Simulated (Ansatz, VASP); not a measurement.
Two plane-wave programs on Al2O3

```
Al O
1.0
     2.91728    0.00000    0.00000
    -1.45864    2.52644    0.00000
     0.00000    0.00000    7.42369
Al O
2 3
Cartesian
  0.0000 0.0000 1.4160
  0.0000 0.0000 6.0077
  0.0000 1.6843 2.2616
  1.4586 0.8421 0.0000
  0.0000 1.6843 5.1621
```

Alike in both runs: task single point; functional PBE; dispersion D3(BJ); k mesh 9 × 9 × 4; occupations gaussian, width 0.05 eV; no spin polarisation.

```csv
,VASP,Ansatz
version,VASP 6.6.1,Ansatz 0.2.0
potentials or method,"VASP PAW PBE potentials, release 64 (Al, O), cutoff 520 eV","scalar-relativistic, plane waves, PAW"
valence electrons in the cell,24,24
```

Ansatz gave:

```
gap on the k mesh at the Fermi level (eV)                     : 3.38
least direct gap on the mesh (eV)                             : 3.42
pressure (GPa)                                                : -16.7
traceless stress, the component that is largest in VASP (GPa) : -0.98
rms of the force components (eV/Å)                            : 1.389
```

Q: Estimate VASP's values.

A: gap on the k mesh at the Fermi level (eV): 3.34; least direct gap on the mesh (eV): 3.39; pressure (GPa): -16.6; traceless stress, the component that is largest in VASP (GPa): -1.22; rms of the force components (eV/Å): 1.396.

Atom by atom the forces differ by 0.007 eV/Å (rms over components).
